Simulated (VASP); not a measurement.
# LiCd16Se16 (a cell with a defect) in VASP: notebook, part 2 of 2

VASP 6.6.1. The steps go on from the part before.

## Step 3: Single point, PBE

Contents of INCAR:

```
SYSTEM = LiCd16Se16
ALGO = Normal
EDIFF = 1E-7
ENCUT = 520
GGA = PE
ISIF = 2
ISMEAR = -1
LASPH = .TRUE.
LCHARG = .TRUE.
LELF = .TRUE.
LREAL = Auto
LVHAR = .TRUE.
LWAVE = .FALSE.
NBANDS = 168
NELECT = 290.0
NELM = 100
PREC = Accurate
SIGMA = 0.01
```

Contents of KPOINTS:

```
Automatic mesh
0
Gamma
  1 1 1
  0.25 0.25 0.25
```

Contents of POSCAR:

```
LiCd16Se16
1.0
    8.6804733300      0.0000000000      0.0000000000
   -4.3402366600      7.5175104200      0.0000000000
    0.0000000000      0.0000000000     14.1556764200
Cd Se Li
16 16 1
Direct
    0.3373905853      0.1634961485      0.2504571943
    0.1621038756      0.3336604620      0.4983349994
    0.3380734919      0.1632896972      0.7477519043
    0.1720374006      0.3580106777      1.0065993724
    0.3369675522      0.6631997459      0.2561778676
    0.1628392275      0.8377422375      0.4981183372
    0.3378281646      0.6622487661      0.7347477218
    0.1742206450      0.8262493369      1.0063427262
    0.8371676583      0.1637043291      0.2505803958
    0.6632966451      0.3370758214      0.4979922394
    0.8329209529      0.1667854023      0.7473723393
    0.6603982957      0.3397447901      1.0041870539
    0.8371571495      0.6635823193      0.2505660553
    0.6669620861      0.8385419704      0.4982387836
    0.8368275356      0.6618897377      0.7477813625
    0.6424124592      0.8278118223      1.0068673921
    0.3322220393      0.1689805440      0.4383078432
    0.1704130272      0.3338709040      0.1912919538
    0.3266059741      0.1651754279      0.9402612496
    0.1648716693      0.3255970213      0.6884193104
    0.3322804654      0.6685720031      0.4433208851
    0.1703605180      0.8305491647      0.1916089291
    0.3317685449      0.6689250455      0.9277577850
    0.1677186793      0.8326611671      0.6880485758
    0.8312975899      0.1697252054      0.4384481402
    0.6693451715      0.3319364870      0.1892361707
    0.8319643892      0.1681140337      0.9406470313
    0.6673132664      0.3329143374      0.6885223080
    0.8318069418      0.6685199912      0.4383874579
    0.6668034371      0.8305672558      0.1915228859
    0.8356850013      0.6740195513      0.9403586664
    0.6747424302      0.8352221213      0.6883643502
   -0.0055218351      0.0060876537     -0.0763844812
```

Potentials or basis: VASP PAW PBE potentials, release 64 (Cd, Se, Li_sv).

Command:

```bash
$ cat potpaw_PBE.64/Cd/POTCAR potpaw_PBE.64/Se/POTCAR potpaw_PBE.64/Li_sv/POTCAR > POTCAR
$ mpirun -np 1 vasp_std > vasp.out
```

OUTCAR:

```text
SYSTEM = LiCd16Se16
   EDIFF = 1E-7
   ENCUT = 520
   GGA = PE
   ISIF = 2
   ISMEAR = -1
   LASPH = .TRUE.
   LREAL = Auto
   NELECT = 290.0
   NELM = 100
   PREC = Accurate

 ion  position               nearest neighbor table
   1  0.337  0.163  0.250-  22 2.64  26 2.64  17 2.66  18 2.67
   2  0.162  0.334  0.498-  25 2.63  21 2.64  17 2.66  20 2.69
   3  0.338  0.163  0.748-  28 2.61  24 2.63  20 2.66  19 2.73
   4  0.172  0.358  0.007-  23 2.59  18 2.62  27 2.73  19 2.78  33 2.89
   5  0.337  0.663  0.256-  18 2.64  30 2.64  21 2.65  22 2.67
   6  0.163  0.838  0.498-  29 2.63  17 2.63  21 2.66  24 2.69
   7  0.338  0.662  0.735-  20 2.61  32 2.62  24 2.64  23 2.73
   8  0.174  0.826  0.006-  23 2.62  22 2.62  31 2.71  19 2.72  33 2.95
   9  0.837  0.164  0.251-  30 2.64  18 2.64  25 2.66  26 2.67
  10  0.663  0.337  0.498-  17 2.63  29 2.63  25 2.66  28 2.70
  11  0.833  0.167  0.747-  28 2.63  32 2.63  20 2.63  27 2.74
  12  0.660  0.340  0.004-  26 2.62  19 2.67  31 2.67  27 2.73
  13  0.837  0.664  0.251-  26 2.64  22 2.64  29 2.66  30 2.67
  14  0.667  0.839  0.498-  25 2.63  21 2.63  29 2.66  32 2.69
  15  0.837  0.662  0.748-  28 2.61  24 2.63  32 2.66  31 2.73
  16  0.642  0.828  0.007-  23 2.59  30 2.62  27 2.73  31 2.78  33 2.90
  17  0.332  0.169  0.438-  10 2.63   6 2.63   2 2.66   1 2.66
  18  0.170  0.334  0.191-   4 2.62   5 2.64   9 2.64   1 2.67
  19  0.327  0.165  0.940-  33 2.51  12 2.67   8 2.72   3 2.73   4 2.78
  20  0.165  0.326  0.688-   7 2.61  11 2.63   3 2.66   2 2.69
  21  0.332  0.669  0.443-  14 2.63   2 2.64   5 2.65   6 2.66
  22  0.170  0.831  0.192-   8 2.62   1 2.64  13 2.64   5 2.67
  23  0.332  0.669  0.928-  16 2.59   4 2.59   8 2.62   7 2.73
  24  0.168  0.833  0.688-   3 2.63  15 2.63   7 2.64   6 2.69
  25  0.831  0.170  0.438-   2 2.63  14 2.63  10 2.66   9 2.66
  26  0.669  0.332  0.189-  12 2.62  13 2.64   1 2.64   9 2.67
  27  0.832  0.168  0.941-  33 2.45   4 2.73  16 2.73  12 2.73  11 2.74
  28  0.667  0.333  0.689-  15 2.61   3 2.61  11 2.63  10 2.70
  29  0.832  0.669  0.438-   6 2.63  10 2.63  14 2.66  13 2.66
  30  0.667  0.831  0.192-  16 2.62   9 2.64   5 2.64  13 2.67
  31  0.836  0.674  0.940-  33 2.51  12 2.67   8 2.71  15 2.73  16 2.78
  32  0.675  0.835  0.688-   7 2.62  11 2.63  15 2.66  14 2.69
  33  0.994  0.006  0.924-  27 2.45  31 2.51  19 2.51   4 2.89  16 2.90   8 2.95

[... 207 lines left out ...]
   IVDW    =     0    specifies the selected vdW correction
   LEPSILON=     F    determine dielectric tensor
   LRPA    =     F    only Hartree local field effects (RPA)
 non-spin polarized calculation
  energy-cutoff  :      520.00
  volume of cell :      923.74
 maximum number of plane-waves:     24890
 NGX is ok and might be reduce to    70
   NGX = 33   NGY = 33   NGZ = 53

 number of electron     289.9999988 magnetization

 Free energy of the ion-electron system (eV)
  ---------------------------------------------------
  ext. energy  EPLUGINS =         0.00000000
  ---------------------------------------------------
  free energy    TOTEN  =       -94.61618291 eV

  energy without entropy =      -94.61618291  energy(sigma->0) =      -94.61618291

 E-fermi :   0.6598     XC(G=0):  -8.8047

 val. band max:        0.4019857576   @ k =   0.5000   0.2500   0.2500
 cond. band min:       3.1601980026   @ k =   0.5000   0.2500   0.2500
 fundamental gap:      2.7582122449
 Fermi energy:         0.6597714456

 k-point     1 :       0.2500    0.2500    0.2500
  band No.  band energies     occupation
      1     -45.1053      2.00000
      2     -11.6563      2.00000
      3     -11.5591      2.00000
      4     -11.5424      2.00000
      5     -11.4627      2.00000
      6     -11.4478      2.00000
[... 949 lines left out ...]
    156       4.6674      0.00000
    157       4.6729      0.00000
 [bands above 157 left out]

------------------------ aborting loop because EDIFF is reached ----------------------------------------

  FORCE on cell =-STRESS in cart. coord.  units (eV):
  Direction    XX          YY          ZZ          XY          YZ          ZX
  --------------------------------------------------------------------------------------
  -------------------------------------------------------------------------------------
  Total        0.3473042      1.4660752      5.5502923      0.9579350      0.0638947      0.0535481
  in kB        0.6023827      2.5428384      9.6267206      1.6614932      0.1108224      0.0928766
  external PRESSURE =       4.2573139 kB  Pullay stress =       0.0000000 kB

 VOLUME and BASIS-vectors are now :
 -----------------------------------------------------------------------------
  energy-cutoff  :      520.00
  volume of cell :      923.74
      direct lattice vectors                 reciprocal lattice vectors
     8.680473330  0.000000000  0.000000000     0.115201091  0.066511381  0.000000000
    -4.340236660  7.517510420  0.000000000     0.000000000  0.133022762  0.000000000
     0.000000000  0.000000000 14.155676420     0.000000000  0.000000000  0.070643039

 POSITION                                       TOTAL-FORCE (eV/Angst)
 -----------------------------------------------------------------------------------
      2.21910      1.22908      3.54539        -0.072548      0.053349      0.000807
     -0.04103      2.50830      7.05427         0.082324     -0.048245      0.007522
      2.22592      1.22753     10.58493        -0.070851      0.057935      0.005078
     -0.06049      2.69135      0.09342         0.075813     -0.061026      0.019760
      0.04659      4.98561      3.62637        -0.075724      0.051330      0.028968
     -2.22248      6.29774      7.05120         0.072367     -0.034992      0.007206
[... 25 lines left out ...]
      2.23202      6.27879      9.74426         0.052714     -0.053862      0.018973
      8.60612      0.04576     13.07440         0.115979     -0.067308     -0.281029
 -----------------------------------------------------------------------------------
    total drift:                               -0.012293     -0.001267      0.011022

  FREE ENERGIE OF THE ION-ELECTRON SYSTEM (eV)
  ---------------------------------------------------
  free  energy   TOTEN  =       -94.6161829118 eV

  energy  without entropy=      -94.6161829118  energy(sigma->0) =      -94.61618291
```

OSZICAR:

```text
N       E                     dE             d eps       ncg     rms          rms(c)
DAV:   1     0.213571861493E+04    0.21357E+04   -0.13621E+05  2016   0.157E+03
DAV:   2     0.671511535620E+02   -0.20686E+04   -0.20116E+04  2216   0.383E+02
DAV:   3    -0.954472340936E+02   -0.16260E+03   -0.16152E+03  2360   0.101E+02
DAV:   4    -0.999222093783E+02   -0.44750E+01   -0.44506E+01  2568   0.135E+01
DAV:   5    -0.100259791103E+03   -0.33758E+00   -0.33706E+00  3432   0.227E+00    0.231E+01
DAV:   6    -0.948605483075E+02    0.53992E+01   -0.13026E+01  2376   0.139E+01    0.183E+01
DAV:   7    -0.946815123588E+02    0.17904E+00   -0.62260E+00  2168   0.517E+00    0.603E+00
DAV:   8    -0.946135267759E+02    0.67986E-01   -0.91123E-01  2160   0.365E+00    0.134E+00
DAV:   9    -0.946140250052E+02   -0.49823E-03   -0.95054E-02  2208   0.139E+00    0.434E-01
DAV:  10    -0.946151887640E+02   -0.11638E-02   -0.92321E-03  2656   0.310E-01    0.174E-01
DAV:  11    -0.946159091465E+02   -0.72038E-03   -0.19993E-03  2320   0.157E-01    0.741E-02
DAV:  12    -0.946161302214E+02   -0.22107E-03   -0.68880E-04  2152   0.910E-02    0.421E-02
DAV:  13    -0.946161652433E+02   -0.35022E-04   -0.69664E-05  2304   0.355E-02    0.151E-02
DAV:  14    -0.946161808415E+02   -0.15598E-04   -0.40629E-05  2360   0.134E-02    0.848E-03
DAV:  15    -0.946161823117E+02   -0.14702E-05   -0.63724E-06  2304   0.742E-03    0.431E-03
DAV:  16    -0.946161829861E+02   -0.67446E-06   -0.20436E-06  2128   0.379E-03    0.277E-03
DAV:  17    -0.946161829118E+02    0.74338E-07   -0.44836E-07  1680   0.137E-03
   1 F= -.94616183E+02 E0= -.94616183E+02  d E =-.332231E-11
```

It took 39 min on 1 thread of Intel Xeon Platinum 8259CL at 2.50GHz (Skylake/Cascade Lake), shared host; peak memory 1.4 GiB.

What came out:

```
Free energy   : -94.6162 eV
Largest force : 0.311 eV/Å
```

Forces on the atoms (eV/Å):
```
Cd  -0.073  0.053  0.001
Cd   0.082 -0.048  0.008
Cd  -0.071  0.058  0.005
Cd   0.076 -0.061  0.020
Cd  -0.076  0.051  0.029
Cd   0.072 -0.035  0.007
Cd  -0.070  0.050  0.030
Cd   0.061 -0.027  0.012
Cd  -0.068  0.047 -0.005
Cd   0.081 -0.038  0.004
Cd  -0.079  0.053  0.013
Cd   0.109 -0.055  0.002
Cd  -0.075  0.048  0.000
Cd   0.090 -0.034  0.008
Cd  -0.078  0.045  0.008
Cd   0.094 -0.027  0.017
Se  -0.066  0.026  0.016
Se   0.050 -0.048  0.012
Se  -0.094  0.062 -0.013
Se   0.070 -0.034  0.018
Se  -0.064  0.028 -0.004
Se   0.065 -0.046  0.018
Se  -0.045  0.028  0.016
Se   0.048 -0.035  0.007
Se  -0.062  0.024  0.008
Se   0.045 -0.037  0.025
Se  -0.134  0.075  0.003
Se   0.050 -0.036 -0.011
Se  -0.062  0.029  0.018
Se   0.062 -0.030  0.010
Se  -0.109  0.035 -0.018
Se   0.053 -0.054  0.019
Li   0.116 -0.067 -0.281
```

Levels at points of the mesh, in eV from the Fermi level:
| k point | band 142 | band 143 | band 144 | band 145 | band 146 | band 147 | band 148 | band 149 |
| --- | --- | --- | --- | --- | --- | --- | --- | --- |
| (0.25, 0.25, 0.25) | -0.58 | -0.56 | -0.28 | -0.26 | 2.51 | 3.03 | 3.15 | 3.21 |

Caveat: the cell carries a net charge on a neutralising background, which shifts energy and pressure; the cell is charged against a uniform background, so pressure and absolute levels hang on convention; the cutoff is under 1.25 times the usual one of these potentials, so pressure, stress and relaxed cells hold a basis-set (Pulay) error.

## Step 4: Single point, PBE

Contents of INCAR:

```
ALGO     = Normal         # electronic algorithm
EDIFF    = 1E-6           # SCF threshold, eV
ENCUT    = 520            # plane-wave cutoff, eV
GGA      = PE             # functional
ISIF     = 2              # what is computed and relaxed
ISMEAR   = -1             # smearing method
LASPH    = True           # aspherical terms in the spheres
LCHARG   = True           # write CHGCAR
LELF     = True           # ELF
LREAL    = Auto         
LVHAR    = True         
LWAVE    = False          # write WAVECAR
NBANDS   = 168            # bands
NELECT   = 290.0        
NELM     = 80             # most SCF steps
PREC     = Accurate       # precision mode
SIGMA    = 0.01           # smearing width, eV
```

KPOINTS is that of step 3.

Contents of POSCAR:

```
LiCd16Se16
1.0
    8.6804733300      0.0000000000      0.0000000000
   -4.3402366600      7.5175104200      0.0000000000
    0.0000000000      0.0000000000     14.1556764200
Cd Se Li
16 16 1
Direct
    0.3377396485      0.1640456655      0.2502880749
    0.1626040335      0.3349513149      0.5006653719
    0.3426835599      0.1644738658      0.7456996534
    0.1654633547      0.3445780392      1.0064710846
    0.3374552910      0.6630188349      0.2550407266
    0.1643466320      0.8363363200      0.4993314194
    0.3384029270      0.6617271839      0.7479855915
    0.1701385879      0.8305741730      1.0068205557
    0.8362190001      0.1647838088      0.2510044660
    0.6628493125      0.3374050528      0.4913712912
    0.8282536316      0.1714741887      0.7445387763
    0.6601261012      0.3401733895      0.9992817426
    0.8365770539      0.6631377572      0.2503118816
    0.6656068200      0.8375103789      0.5007372866
    0.8358956106      0.6571792687      0.7456857367
    0.6559321482      0.8345640577      1.0066512950
    0.3290139922      0.1672971409      0.4388174620
    0.1691497410      0.3327334264      0.1921398822
    0.3231293190      0.1631598670      0.9377381629
    0.1651767861      0.3271242556      0.6918215498
    0.3329229152      0.6679249804      0.4435297059
    0.1700906867      0.8308384892      0.1924036633
    0.3331846232      0.6676433712      0.9373023659
    0.1695190314      0.8310994799      0.6898816214
    0.8321039434      0.1683571993      0.4396416544
    0.6688080198      0.3323436697      0.1866398978
    0.8329367429      0.1673323919      0.9376489407
    0.6658131163      0.3343356856      0.6826416989
    0.8335342547      0.6715886933      0.4388758838
    0.6682069128      0.8319883380      0.1922432330
    0.8378910507      0.6775812357      0.9378584679
    0.6733198838      0.8348414102      0.6918628054
   -0.0062568612      0.0061626785     -0.1345160728
```

Command:

```bash
$ cat potpaw_PBE.64/Cd/POTCAR potpaw_PBE.64/Se/POTCAR potpaw_PBE.64/Li_sv/POTCAR > POTCAR
$ mpirun -np 1 vasp_std > vasp.out
```

Wall time 40 min (1 thread of Intel Xeon Platinum 8259CL at 2.50GHz (Skylake/Cascade Lake), shared host); peak memory 1.4 GiB.

Results (log left out):

```
Free energy   : -94.7787 eV
Largest force : 0.115 eV/Å
```

Forces in eV/Å, atoms in the order of the input:
```
Cd  -0.081  0.050 -0.007
Cd   0.080 -0.044  0.015
Cd  -0.078  0.058  0.018
Cd   0.080 -0.025  0.014
Cd  -0.078  0.056  0.009
Cd   0.078 -0.039  0.002
Cd  -0.078  0.052  0.003
Cd   0.078 -0.036 -0.008
Cd  -0.066  0.045 -0.004
Cd   0.080 -0.037 -0.007
Cd  -0.084  0.055 -0.009
Cd   0.102 -0.053  0.006
Cd  -0.076  0.056 -0.005
Cd   0.081 -0.032  0.013
Cd  -0.083  0.052  0.024
Cd   0.066 -0.048  0.011
Se  -0.059  0.039  0.006
Se   0.055 -0.042 -0.013
Se  -0.063  0.053  0.009
Se   0.061 -0.038 -0.026
Se  -0.065  0.026 -0.023
Se   0.069 -0.049  0.017
Se  -0.057  0.025 -0.003
Se   0.061 -0.046  0.005
Se  -0.063  0.027 -0.009
Se   0.053 -0.038 -0.006
Se  -0.083  0.042  0.019
Se   0.062 -0.043 -0.010
Se  -0.062  0.025  0.006
Se   0.055 -0.038 -0.009
Se  -0.090  0.010  0.000
Se   0.060 -0.041 -0.024
Li   0.044 -0.023 -0.015
```

Levels at points of the mesh, in eV from the Fermi level:
```csv
k point,band 143,band 144,band 145,band 146,band 147,band 148
"(0.25, 0.25, 0.25)",-0.68,-0.40,-0.38,2.40,2.88,3.06
```

Caveat: the cell carries a net charge on a neutralising background, which shifts energy and pressure; the cell is charged against a uniform background, so pressure and absolute levels hang on convention; the cutoff is under 1.25 times the usual one of these potentials, so pressure, stress and relaxed cells hold a basis-set (Pulay) error.
